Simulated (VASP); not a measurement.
# NbTe (CsCl type) (Pm-3m) in VASP: further runs

NbTe (CsCl type) is run at these levels: PBEsol; tasks: single point.

Program: VASP 6.6.1. These are calculated values, not measurements. Logs are shortened: lines on timing, memory, paths and dates and some standing lists are left out, and cuts for length are marked.

### 1 The cell of the first run

Symmetry: Pm-3m, No. 221, cubic system. The conventional cell has a = 2.977 Å, b = 2.977 Å, c = 2.977 Å, α = 90.00°, β = 90.00°, γ = 90.00°. Within 3.4 Å of Nb (site symmetry m-3m) lie 8 Te at 2.58 Å and 6 Nb at 2.98 Å. Within 3.4 Å of Te (site symmetry m-3m) lie 8 Nb at 2.58 Å and 6 Te at 2.98 Å.

### 2 Single point, PBEsol (volume scaled by 0.68)

The input, INCAR:

```
SYSTEM = NbTe
PREC = Accurate ; ENCUT = 520
EDIFF = 1E-6 ; ISMEAR = -1
SIGMA = 0.1 ; LREAL = .FALSE.
LASPH = .TRUE. ; NELM = 80
ALGO = Normal ; ISIF = 2
LWAVE = .FALSE. ; LCHARG = .FALSE.
GGA = PS ; NBANDS = 16
```

The input, KPOINTS:

```
regular mesh
0
G
  12 12 12
  0 0 0
```

The input, POSCAR:

```
NbTe
1.0
    2.9765236448      0.0000000000      0.0000000000
    0.0000000000      2.9765236448      0.0000000000
    0.0000000000      0.0000000000      2.9765236448
Nb Te
1 1
Direct
    0.0000000000      0.0000000000      0.0000000000
    0.5000000000      0.5000000000      0.5000000000
```

Potentials or basis: VASP PAW PBE potentials, release 64 (Nb_sv, Te).

Command:

```bash
$ cat potpaw_PBE.64/Nb_sv/POTCAR potpaw_PBE.64/Te/POTCAR > POTCAR
$ mpirun -np 1 vasp_std > vasp.out
```

OUTCAR:

```text
SYSTEM = NbTe
   PREC = Accurate
   ENCUT = 520
   EDIFF = 1E-6
   ISMEAR = -1
   LREAL = .FALSE.
   LASPH = .TRUE.
   NELM = 80
   ISIF = 2
   GGA = PS

 ion  position               nearest neighbor table
   1  0.000  0.000  0.000-   2 2.58   2 2.58   2 2.58   2 2.58   2 2.58   2 2.58   2 2.58   2 2.58

   2  0.500  0.500  0.500-   1 2.58   1 2.58   1 2.58   1 2.58   1 2.58   1 2.58   1 2.58   1 2.58

  LATTYP: Found a simple cubic cell.
 ALAT       =     2.9765236448

  Lattice vectors:

 A1 = (   2.9765236448,   0.0000000000,   0.0000000000)
 A2 = (   0.0000000000,   2.9765236448,   0.0000000000)
 A3 = (   0.0000000000,   0.0000000000,   2.9765236448)

Analysis of symmetry for initial positions (statically):
=====================================================================
 Subroutine PRICEL returns:
 Original cell was already a primitive cell.

 Routine SETGRP: Setting up the symmetry group for a
 simple cubic supercell.

 Subroutine GETGRP returns: Found 48 space group operations
 (whereof 48 operations were pure point group operations)
 out of a pool of 48 trial point group operations.

The static configuration has the point symmetry O_h .

Analysis of symmetry for dynamics (positions and initial velocities):
=====================================================================
 Subroutine PRICEL returns:
 Original cell was already a primitive cell.

 Routine SETGRP: Setting up the symmetry group for a
 simple cubic supercell.

 Subroutine GETGRP returns: Found 48 space group operations
 (whereof 48 operations were pure point group operations)
 out of a pool of 48 trial point group operations.

The dynamic configuration has the point symmetry O_h .

 Subroutine INISYM returns: Found 48 space group operations
 (whereof 48 operations are pure point group operations),
 and found     1 'primitive' translations

----------------------------------------------------------------------------------------

                                     Primitive cell

  volume of cell :      26.3711

  direct lattice vectors                    reciprocal lattice vectors
     2.976523645  0.000000000  0.000000000     0.335962391  0.000000000  0.000000000
     0.000000000  2.976523645  0.000000000     0.000000000  0.335962391  0.000000000
     0.000000000  0.000000000  2.976523645     0.000000000  0.000000000  0.335962391

  length of vectors
     2.976523645  2.976523645  2.976523645     0.335962391  0.335962391  0.335962391

[... 74 lines left out ...]
   ISPIN  =      1    spin polarized calculation?
   LNONCOLLINEAR =      F non collinear calculations
   LSORBIT =      F    spin-orbit coupling
   LASPH  =      T    aspherical Exc in radial PAW
   ENCUT  =  520.0 eV  38.22 Ry    6.18 a.u.   5.53  5.53  5.53*2*pi/ulx,y,z
   NELM   =     80;   NELMIN=  2; NELMDL= -5     # of ELM steps
   EDIFF  = 0.1E-05   stopping-criterion for ELM
   LREAL  =      F    real-space projection
   EDIFFG = 0.1E-04   stopping-criterion for IOM
   NSW    =      0    number of steps for IOM
   IBRION =     -1    ionic relax: 0-MD 1-quasi-New 2-CG
   NFREE  =      0    steps in history (QN), initial steepest desc. (CG)
   ISIF   =      2    stress and relaxation
   ISYM   =      2    0-nonsym 1-usesym 2-fastsym
   POTIM  = 0.5000    time-step for ionic-motion
   TEBEG  =    0.0;   TEEND  =   0.0 temperature during run
   PSTRESS=    0.0 pullay stress
   NELECT =      19.0000    total number of electrons
   NUPDOWN=      -1.0000    fix difference up-down
   EMIN   =  10.00;   EMAX   =-10.00  energy-range for DOS
   EFERMI =   0.00;   METHOD = LEGACY
   ISMEAR =    -1;   SIGMA  =   0.10  broadening in eV -4-tet -1-fermi 0-gaus
   EFERMI_NEDOS =   21; number of points for ismear=-14 and -15
   IALGO  =     38    algorithm
   IMIX   =      4    mixing-type and parameters
     AMIX     =   0.40;   BMIX     =  1.00
     AMIX_MAG =   1.60;   BMIX_MAG =  1.00
  volume/ion in A,a.u.               =      13.19        88.98
  Fermi-wavevector in a.u.,A,eV,Ry     =   1.467630  2.773419 29.306119  2.153939
  Thomas-Fermi vector in A             =   2.583225
   LORBIT       =      0    0 simple, 1 ext, 2 COOP (PROOUT), +10 PAW based schemes
   GGA     = PS    functional components
   LHFCALC =     F    Hartree Fock is set to
   AEXX    =    0.0000 exact exchange contribution
   IVDW    =     0    specifies the selected vdW correction
   LEPSILON=     F    determine dielectric tensor
   LRPA    =     F    only Hartree local field effects (RPA)
 non-spin polarized calculation
  energy-cutoff  :      520.00
  volume of cell :       26.37
 maximum number of plane-waves:       739
 NGX is ok and might be reduce to    24
   NGX = 11   NGY = 11   NGZ = 11

 number of electron      19.0000001 magnetization

 Free energy of the ion-electron system (eV)
  ---------------------------------------------------
  ext. energy  EPLUGINS =         0.00000000
  ---------------------------------------------------
  free energy    TOTEN  =       -11.15929919 eV

  energy without entropy =      -11.11421961  energy(sigma->0) =      -11.13675940

 E-fermi :  19.4940     XC(G=0): -14.0989

 val. band max:       19.4581516985   @ k =   0.5000   0.2500   0.0833
 cond. band min:      19.5674080789   @ k =   0.4167   0.3333   0.3333
 fundamental gap:      0.1092563804
 Fermi energy:        19.4939929294

 k-point     1 :       0.0000    0.0000    0.0000
  band No.  band energies     occupation
      1     -34.9116      2.00000
      2     -11.0001      2.00000
      3     -11.0001      2.00000
      4     -11.0001      2.00000
      5       1.9319      2.00000
      6      14.6690      2.00000
[... 433 lines left out ...]
      3     -11.5798      2.00000
      4     -10.8241      2.00000
      5       5.3520      2.00000
      6      11.4474      2.00000
[... 8 lines left out ...]
     15      28.5764      0.00000
     16      31.5581      0.00000

 [... further k-points ...]
[... 5 lines left out ...]
  --------------------------------------------------------------------------------------
  -------------------------------------------------------------------------------------
  Total       22.1694688     22.1694688     22.1694688      0.0000000     -0.0000000      0.0000000
  in kB     1346.9077697   1346.9077697   1346.9077697      0.0000000     -0.0000000      0.0000000
  external PRESSURE =    1346.9077697 kB  Pullay stress =       0.0000000 kB

 VOLUME and BASIS-vectors are now :
 -----------------------------------------------------------------------------
  energy-cutoff  :      520.00
  volume of cell :       26.37
      direct lattice vectors                 reciprocal lattice vectors
     2.976523645  0.000000000  0.000000000     0.335962391  0.000000000  0.000000000
     0.000000000  2.976523645  0.000000000     0.000000000  0.335962391  0.000000000
     0.000000000  0.000000000  2.976523645     0.000000000  0.000000000  0.335962391

 POSITION                                       TOTAL-FORCE (eV/Angst)
 -----------------------------------------------------------------------------------
      0.00000      0.00000      0.00000         0.000000      0.000000      0.000000
      1.48826      1.48826      1.48826         0.000000      0.000000      0.000000
 -----------------------------------------------------------------------------------
    total drift:                               -0.000000      0.000000      0.000000

  FREE ENERGIE OF THE ION-ELECTRON SYSTEM (eV)
  ---------------------------------------------------
  free  energy   TOTEN  =       -11.1592991857 eV

  energy  without entropy=      -11.1142196094  energy(sigma->0) =      -11.13675940
```

OSZICAR:

```text
N       E                     dE             d eps       ncg     rms          rms(c)
DAV:   1     0.166873424295E+03    0.16687E+03   -0.97688E+03  2704   0.116E+03
DAV:   2    -0.447267512466E+01   -0.17135E+03   -0.16567E+03  3368   0.393E+02
DAV:   3    -0.111108590598E+02   -0.66382E+01   -0.65029E+01  3984   0.662E+01
DAV:   4    -0.113800647993E+02   -0.26921E+00   -0.26870E+00  3608   0.132E+01
DAV:   5    -0.113884055145E+02   -0.83407E-02   -0.83363E-02  4008   0.215E+00    0.185E+01
DAV:   6    -0.112120875770E+02    0.17632E+00   -0.26928E-01  4728   0.569E+00    0.981E+00
DAV:   7    -0.111607004399E+02    0.51387E-01   -0.69114E-02  4544   0.235E+00    0.171E+00
DAV:   8    -0.111592955149E+02    0.14049E-02   -0.75217E-03  3768   0.604E-01    0.287E-01
DAV:   9    -0.111593070018E+02   -0.11487E-04   -0.12162E-03  3512   0.374E-01    0.378E-02
DAV:  10    -0.111593011103E+02    0.58915E-05   -0.45777E-05  4136   0.600E-02    0.286E-02
DAV:  11    -0.111592993136E+02    0.17967E-05   -0.19271E-06  2976   0.194E-02    0.525E-03
DAV:  12    -0.111592991857E+02    0.12792E-06   -0.50679E-07  2304   0.883E-03
   1 F= -.11159299E+02 E0= -.11136759E+02  d E =-.450796E-01
```

stdout:

```text
POSCAR found type information on POSCAR NbTe
 POSCAR found :  2 types and       2 ions
 scaLAPACK will be used
 -----------------------------------------------------------------------------
|                                                                             |
|                                                                             |
|     You enforced a specific xc type in the INCAR file but a different       |
|     I HOPE YOU KNOW WHAT YOU ARE DOING!                                     |
|                                                                             |
 -----------------------------------------------------------------------------

 LDA part: xc-table for (Slater+PW92), standard interpolation
 POSCAR, INCAR and KPOINTS ok, starting setup
 FFT: planning ... GRIDC
 FFT: planning ... GRID_SOFT
 FFT: planning ... GRID
 WAVECAR not read
 entering main loop
```

Wall time 29 s (1 thread of AMD EPYC 7R43 (Zen 3), shared host); peak memory 0.13 GiB.

Results:

- Free energy: -11.1593 eV
- Pressure: 134.7 GPa

Caveat: the PAW data sets were made with another functional, which shifts forces and pressure a little; spin-orbit coupling is left out, which moves the levels of the heavy elements.

### 3 Single point, PBEsol (volume scaled by 0.76)

The input, INCAR:

```
SYSTEM = NbTe
ALGO = Normal
EDIFF = 1E-6
ENCUT = 520
GGA = PS
ISIF = 2
ISMEAR = -1
LASPH = .TRUE.
LCHARG = .FALSE.
LREAL = .FALSE.
LWAVE = .FALSE.
NBANDS = 16
NELM = 80
PREC = Accurate
SIGMA = 0.1
```

The input, KPOINTS:

```
k-points
0
G
  12 12 12
  0 0 0
```

The input, POSCAR:

```
NbTe
1.0
    3.0889501291      0.0000000000      0.0000000000
    0.0000000000      3.0889501291      0.0000000000
    0.0000000000      0.0000000000      3.0889501291
Nb Te
1 1
Direct
    0.0000000000      0.0000000000      0.0000000000
    0.5000000000      0.5000000000      0.5000000000
```

Potentials or basis: VASP PAW PBE potentials, release 64 (Nb_sv, Te).

Command:

```bash
$ cat potpaw_PBE.64/Nb_sv/POTCAR potpaw_PBE.64/Te/POTCAR > POTCAR
$ mpirun -np 1 vasp_std > vasp.out
```

Run time: 25 s. Hardware: 1 thread of AMD EPYC 7R43 (Zen 3), shared host; peak memory 0.13 GiB.

The run converged. Its results:

```yaml
Free_energy: -13.1453 eV
Pressure: 75.1 GPa
```

Levels at points of the mesh, in eV from the Fermi level:
```csv
k point,band 6,band 7,band 8,band 9,band 10,band 11,band 12,band 13,band 14,band 15
"(0.00, 0.00, 0.00)",-4.14,-4.14,-0.70,-0.70,-0.70,1.62,1.62,1.62,7.95,9.82
"(0.50, 0.00, 0.00)",-9.84,-3.65,-3.65,-3.16,1.73,3.67,4.09,7.88,7.88,7.91
"(0.50, 0.50, 0.00)",-6.52,-6.52,-3.54,-0.64,-0.64,1.73,3.12,3.95,6.37,9.21
"(0.50, 0.50, 0.50)",-8.66,-8.66,-8.66,3.02,3.02,3.02,4.17,4.17,7.61,7.61
```

Caveat: the PAW data sets were made with another functional, which shifts forces and pressure a little; spin-orbit coupling is left out, which moves the levels of the heavy elements.

### 4 Single point, PBEsol (volume scaled by 0.76)

The input, INCAR:

```
  PREC = Accurate
  ENCUT = 520
  EDIFF = 1E-7
  ISMEAR = -1
  SIGMA = 0.1
  LREAL = False
  LASPH = True
  NELM = 100
  ALGO = Normal
  ISIF = 2
  LWAVE = False
  LCHARG = False
  GGA = PS
  NBANDS = 16
```

The input, KPOINTS:

```
Automatic mesh
0
Gamma
  12 12 12
```

POSCAR is that of step 3.

Command:

```bash
$ cat potpaw_PBE.64/Nb_sv/POTCAR potpaw_PBE.64/Te/POTCAR > POTCAR
$ mpirun -np 1 vasp_std > vasp.out
```

It took 43 s on 1 thread of AMD EPYC 7R43 (Zen 3), shared host; peak memory 0.13 GiB.

The run converged. Its results:

* Free energy: -13.1453 eV
* Pressure: 75.1 GPa

Levels at points of the mesh, in eV from the Fermi level:
```csv
k point,band 8,band 9,band 10,band 11,band 12,band 13
"(0.00, 0.00, 0.00)",-0.70,-0.70,-0.70,1.62,1.62,1.62
"(0.50, 0.00, 0.00)",-3.65,-3.16,1.73,3.67,4.09,7.88
"(0.50, 0.50, 0.00)",-3.54,-0.64,-0.64,1.73,3.12,3.95
"(0.50, 0.50, 0.50)",-8.66,3.02,3.02,3.02,4.17,4.17
```

Caveat: the PAW data sets were made with another functional, which shifts forces and pressure a little; spin-orbit coupling is left out, which moves the levels of the heavy elements.
